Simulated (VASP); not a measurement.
Here is a VASP 6.6.1 calculation.

INCAR

```
SYSTEM = Mo
ALGO     = Normal         ! electronic algorithm
EDIFF    = 1E-7           ! SCF threshold, eV
ENCUT    = 520            ! plane-wave cutoff, eV
GGA      = CA             ! functional
ISIF     = 2              ! what is computed and relaxed
ISMEAR   = -1             ! smearing method
LASPH    = .TRUE.         ! aspherical terms in the spheres
LCHARG   = .FALSE.        ! write CHGCAR
LREAL    = .FALSE.        ! projectors in reciprocal space
LWAVE    = .FALSE.        ! write WAVECAR
NBANDS   = 13             ! bands
NELM     = 60             ! most SCF steps
PREC     = Accurate       ! precision mode
SIGMA    = 0.05           ! smearing width, eV
```

KPOINTS

```
k-points
0
G
  12 12 12
  0 0 0
```

The input POSCAR:

```
Mo
1.0
   -1.6148719360      1.6148719360      1.6148719360
    1.6148719360     -1.6148719360      1.6148719360
    1.6148719360      1.6148719360     -1.6148719360
Mo
1
Direct
    0.0000000000      0.0000000000      0.0000000000
```

Potentials or basis: VASP PAW LDA potentials, release 64 (Mo_sv).

The run is started by

```console
$ cat potpaw_LDA.64/Mo_sv/POTCAR > POTCAR
$ mpirun -np 1 vasp_std > vasp.out
```

(1) Estimate the band gap on the k mesh.

(2) What does it give for the pressure?

Results:

(1) zero (band 7 reaches 14.89 eV, above the bottom of band 8 at 10.05 eV).

(2) -25.2 GPa.
